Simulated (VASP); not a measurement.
# Cu (P6_3/mmc) in VASP: further runs

Runs on Cu. Level: PBEsol. Tasks: single point.

Everything below comes from runs of VASP 6.6.1. Logs are shortened: lines on timing, memory, paths and dates and some standing lists are left out, and cuts for length are marked.

## 1. The cell of the first run

Symmetry: P6_3/mmc, No. 194, hexagonal system. Conventional cell: a = 2.428 Å, b = 2.428 Å, c = 3.941 Å, α = 90.00°, β = 90.00°, γ = 120.00°. Cu (site symmetry -6m2) has 12 Cu at 2.42 to 2.43 Å within 3.2 Å.

## 2. Single point, PBEsol

INCAR reads:

```
  PREC = Accurate
  ENCUT = 520
  EDIFF = 1E-6
  ISMEAR = 1
  SIGMA = 0.15
  LREAL = False
  LASPH = True
  NELM = 80
  ALGO = Normal
  ISIF = 2
  LWAVE = False
  LCHARG = True
  GGA = PS
  LELF = True
  LVHAR = True
  NBANDS = 18
```

KPOINTS reads:

```
Automatic mesh
0
Gamma
  13 13 7
```

POSCAR reads:

```
Cu
1.0
    2.4283845371      0.0000000000      0.0000000000
   -1.2141917894      2.1030423374      0.0000000000
    0.0000000000      0.0000000000      3.9410108706
Cu
2
Direct
    0.3333333333      0.6666666667      0.2500000000
    0.6666666667      0.3333333333      0.7500000000
```

Potentials or basis: VASP PAW PBE potentials, release 64 (Cu).

Run with:

```console
> cat potpaw_PBE.64/Cu/POTCAR > POTCAR
> mpirun -np 1 vasp_std > vasp.out
```

OUTCAR:

```text
PREC = Accurate
   ENCUT = 520
   EDIFF = 1E-6
   ISMEAR = 1
   LREAL = False
   LASPH = True
   NELM = 80
   ISIF = 2
   GGA = PS

 ion  position               nearest neighbor table
   1  0.333  0.667  0.250-   2 2.42   2 2.42   2 2.42   2 2.42   2 2.42   2 2.42
   2  0.667  0.333  0.750-   1 2.42   1 2.42   1 2.42   1 2.42   1 2.42   1 2.42

  LATTYP: Found a hexagonal cell.
 ALAT       =     2.4283845371
 C/A-ratio  =     1.6228940723

  Lattice vectors:

 A1 = (   2.4283845371,   0.0000000000,   0.0000000000)
 A2 = (  -1.2141917894,   2.1030423374,   0.0000000000)
 A3 = (   0.0000000000,   0.0000000000,   3.9410108706)

Analysis of symmetry for initial positions (statically):
=====================================================================
 Subroutine PRICEL returns:
 Original cell was already a primitive cell.

 Routine SETGRP: Setting up the symmetry group for a
 hexagonal supercell.

 Subroutine GETGRP returns: Found 24 space group operations
 (whereof 12 operations were pure point group operations)
 out of a pool of 24 trial point group operations.

The static configuration has the point symmetry D_3d.
 The point group associated with its full space group is D_6h.

Analysis of symmetry for dynamics (positions and initial velocities):
=====================================================================
 Subroutine PRICEL returns:
 Original cell was already a primitive cell.

 Routine SETGRP: Setting up the symmetry group for a
 hexagonal supercell.

 Subroutine GETGRP returns: Found 24 space group operations
 (whereof 12 operations were pure point group operations)
 out of a pool of 24 trial point group operations.

The dynamic configuration has the point symmetry D_3d.
 The point group associated with its full space group is D_6h.

 Subroutine INISYM returns: Found 24 space group operations
 (whereof 12 operations are pure point group operations),
 and found     1 'primitive' translations

----------------------------------------------------------------------------------------

                                     Primitive cell

  volume of cell :      20.1267

  direct lattice vectors                    reciprocal lattice vectors
     2.428384537  0.000000000  0.000000000     0.411796396  0.237750707  0.000000000
[... 77 lines left out ...]
   PREC   = accura    normal or accurate (medium, high low for compatibility)
   ISTART =      0    job   : 0-new  1-cont  2-samecut
   ICHARG =      2    charge: 1-file 2-atom 10-const
   ISPIN  =      1    spin polarized calculation?
   LNONCOLLINEAR =      F non collinear calculations
   LSORBIT =      F    spin-orbit coupling
   LASPH  =      T    aspherical Exc in radial PAW
   ENCUT  =  520.0 eV  38.22 Ry    6.18 a.u.   4.52  4.52  7.33*2*pi/ulx,y,z
   NELM   =     80;   NELMIN=  2; NELMDL= -5     # of ELM steps
   EDIFF  = 0.1E-05   stopping-criterion for ELM
   LREAL  =      F    real-space projection
   EDIFFG = 0.1E-04   stopping-criterion for IOM
   NSW    =      0    number of steps for IOM
   IBRION =     -1    ionic relax: 0-MD 1-quasi-New 2-CG
   NFREE  =      0    steps in history (QN), initial steepest desc. (CG)
   ISIF   =      2    stress and relaxation
   ISYM   =      2    0-nonsym 1-usesym 2-fastsym
   POTIM  = 0.5000    time-step for ionic-motion
   TEBEG  =    0.0;   TEEND  =   0.0 temperature during run
   PSTRESS=    0.0 pullay stress
   NELECT =      22.0000    total number of electrons
   NUPDOWN=      -1.0000    fix difference up-down
   EMIN   =  10.00;   EMAX   =-10.00  energy-range for DOS
   EFERMI =   0.00;   METHOD = LEGACY
   ISMEAR =     1;   SIGMA  =   0.15  broadening in eV -4-tet -1-fermi 0-gaus
   EFERMI_NEDOS =   21; number of points for ismear=-14 and -15
   IALGO  =     38    algorithm
   IMIX   =      4    mixing-type and parameters
     AMIX     =   0.40;   BMIX     =  1.00
     AMIX_MAG =   1.60;   BMIX_MAG =  1.00
  volume/ion in A,a.u.               =      10.06        67.91
  Fermi-wavevector in a.u.,A,eV,Ry     =   1.686390  3.186815 38.693762  2.843911
  Thomas-Fermi vector in A             =   2.769063
   LORBIT       =      0    0 simple, 1 ext, 2 COOP (PROOUT), +10 PAW based schemes
   GGA     = PS    functional components
   LHFCALC =     F    Hartree Fock is set to
   AEXX    =    0.0000 exact exchange contribution
   IVDW    =     0    specifies the selected vdW correction
   LEPSILON=     F    determine dielectric tensor
   LRPA    =     F    only Hartree local field effects (RPA)
 non-spin polarized calculation
 Methfessel and Paxton  Order N= 1 SIGMA  =   0.15
  energy-cutoff  :      520.00
  volume of cell :       20.13
 maximum number of plane-waves:       562
 NGX is ok and might be reduce to    18
   NGX =  9   NGY =  9   NGZ = 15

 number of electron      22.0000032 magnetization

 Free energy of the ion-electron system (eV)
  ---------------------------------------------------
  ext. energy  EPLUGINS =         0.00000000
  ---------------------------------------------------
  free energy    TOTEN  =        -8.41309568 eV

  energy without entropy =       -8.41399048  energy(sigma->0) =       -8.41339395

 E-fermi :   9.5733     XC(G=0): -13.8709

 val. band max:        9.4377332670   @ k =   0.3846  -0.0000   0.4286
 cond. band min:       9.6324833137   @ k =   0.4615   0.0769   0.2857
 fundamental gap:      0.1947500467
 Fermi energy:         9.5732861800

 k-point     1 :       0.0000    0.0000    0.0000
  band No.  band energies     occupation
      1      -1.1292      2.00000
      2       3.4715      2.00000
      3       5.9981      2.00000
      4       6.0434      2.00000
      5       6.0434      2.00000
      6       6.3206      2.00000
[... 481 lines left out ...]
      5       6.0656      2.00000
      6       6.2657      2.00000
[... 10 lines left out ...]
     17      32.6777      0.00000
     18      33.8730      0.00000

 [... further k-points ...]
[... 5 lines left out ...]
  --------------------------------------------------------------------------------------
  -------------------------------------------------------------------------------------
  Total        3.1995222      3.1995211      3.8043523      0.0000007      0.0000000      0.0000000
  in kB      254.6962820    254.6961944    302.8434605      0.0000580      0.0000000      0.0000000
  external PRESSURE =     270.7453123 kB  Pullay stress =       0.0000000 kB

 VOLUME and BASIS-vectors are now :
 -----------------------------------------------------------------------------
  energy-cutoff  :      520.00
  volume of cell :       20.13
      direct lattice vectors                 reciprocal lattice vectors
     2.428384537  0.000000000  0.000000000     0.411796396  0.237750707  0.000000000
    -1.214191789  2.103042337  0.000000000     0.000000000  0.475501602  0.000000000
     0.000000000  0.000000000  3.941010871     0.000000000  0.000000000  0.253742005

 POSITION                                       TOTAL-FORCE (eV/Angst)
 -----------------------------------------------------------------------------------
      0.00000      1.40203      0.98525         0.000000      0.000000      0.000000
      1.21419      0.70101      2.95576        -0.000000     -0.000000      0.000000
 -----------------------------------------------------------------------------------
    total drift:                               -0.000000      0.000000     -0.000000

  FREE ENERGIE OF THE ION-ELECTRON SYSTEM (eV)
  ---------------------------------------------------
  free  energy   TOTEN  =        -8.4130956838 eV

  energy  without entropy=       -8.4139904847  energy(sigma->0) =       -8.41339395
```

OSZICAR:

```text
N       E                     dE             d eps       ncg     rms          rms(c)
DAV:   1     0.116539593915E+03    0.11654E+03   -0.10415E+04  3328   0.228E+03
DAV:   2    -0.454809205402E+01   -0.12109E+03   -0.11490E+03  3030   0.293E+02
DAV:   3    -0.106013508228E+02   -0.60533E+01   -0.58796E+01  3400   0.863E+01
DAV:   4    -0.106600949410E+02   -0.58744E-01   -0.58711E-01  3620   0.898E+00
DAV:   5    -0.106607934732E+02   -0.69853E-03   -0.69850E-03  3602   0.876E-01    0.120E+01
DAV:   6    -0.901217248311E+01    0.16486E+01   -0.10954E+01  3210   0.101E+02    0.454E+00
DAV:   7    -0.845149585051E+01    0.56068E+00   -0.18218E+00  3344   0.375E+01    0.983E-01
DAV:   8    -0.841659751894E+01    0.34898E-01   -0.11989E-02  4188   0.128E+00    0.412E-01
DAV:   9    -0.841305641089E+01    0.35411E-02   -0.28764E-03  4002   0.167E+00    0.119E-02
DAV:  10    -0.841309348744E+01   -0.37077E-04   -0.16105E-04  3260   0.125E-01    0.456E-03
DAV:  11    -0.841309596535E+01   -0.24779E-05   -0.24821E-06  3436   0.190E-02    0.248E-03
DAV:  12    -0.841309568385E+01    0.28150E-06   -0.31975E-07  1876   0.115E-02
   1 F= -.84130957E+01 E0= -.84133940E+01  d E =0.894801E-03
```

Wall time 23 s (1 thread of AMD EPYC 7R43 (Zen 3), shared host); peak memory 0.11 GiB.

What came out:

- Free energy: -8.4131 eV
- Pressure: 27.1 GPa
- Band gap on the k mesh: zero (band 11 reaches 12.91 eV, above the bottom of band 12 at 7.45 eV)

Caveat: the PAW data sets were made with another functional, which shifts forces and pressure a little.

## 3. Single point, PBEsol

This run uses another cell than the first one, of 10.52 Å³/atom, 1.045 times its volume.

INCAR reads:

```
SYSTEM = Cu
PREC = Accurate
ENCUT = 520
EDIFF = 1E-6
ISMEAR = 1
SIGMA = 0.15
LREAL = .False.
LASPH = .True.
NELM = 80
ALGO = Normal
ISIF = 2
LWAVE = .False.
LCHARG = .False.
GGA = PS
NBANDS = 18
```

KPOINTS reads:

```
Automatic mesh
0
Gamma
  13 13 7
  0 0 0
```

POSCAR reads:

```
Cu
1.0
    2.4646344268      0.0000000000      0.0000000000
   -1.2323167271      2.1344356573      0.0000000000
    0.0000000000      0.0000000000      3.9998406016
Cu
2
Direct
    0.3333333333      0.6666666667      0.2500000000
    0.6666666667      0.3333333333      0.7500000000
```

Potentials or basis: VASP PAW PBE potentials, release 64 (Cu).

Run with:

```console
> cat potpaw_PBE.64/Cu/POTCAR > POTCAR
> mpirun -np 1 vasp_std > vasp.out
```

It took 22 s on 1 thread of AMD EPYC 7R43 (Zen 3), shared host; peak memory 0.11 GiB.

The run converged. Its results:

- Free energy: -8.5335 eV
- Pressure: 15.4 GPa
- Band gap on the k mesh: zero (band 11 reaches 12.17 eV, above the bottom of band 12 at 6.88 eV)

Stress tensor (GPa, compression positive):
```
13.89  0.00  0.00
 0.00 13.89  0.00
 0.00  0.00 18.29
```

Levels at points of the mesh, in eV from the Fermi level:
```tsv
k point	band 9	band 10	band 11	band 12	band 13	band 14
(0.00, 0.00, 0.00)	-2.80	-1.89	-1.89	-1.35	4.42	22.15
```

Caveat: the PAW data sets were made with another functional, which shifts forces and pressure a little.

[end of part 1 of 2]
